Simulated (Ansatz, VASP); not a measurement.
**Two plane-wave programs on AlRu**

```
Al Ru
1.0
     2.99160    0.00000    0.00000
     0.00000    2.99160    0.00000
     0.00000    0.00000    2.99160
Al Ru
1 1
Cartesian
  0.0000 0.0000 0.0000
  1.4958 1.4958 1.4958
```

Alike in both runs: task single point; functional revPBE; k mesh 9 × 9 × 9; no spin polarisation.

```csv
,VASP,Ansatz
version,VASP 6.6.1,Ansatz 0.2.0
potentials or method,"VASP PAW PBE potentials, release 64 (Al, Ru_pv), cutoff 500 eV","plane waves, PAW"
occupations,"methfessel-paxton of order 1, width 0.1 eV","cold, width 0.1 eV"
valence electrons in the cell,17,19
```

```tsv
	VASP	Ansatz	Ansatz less VASP
pressure (GPa)	4.9	5.1	+0.18
```

VASP's potentials were made for PBE, not for revPBE. VASP's potentials hold 17 valence electrons a cell and Ansatz's 19, so a difference there can come from the potentials and not from the codes.
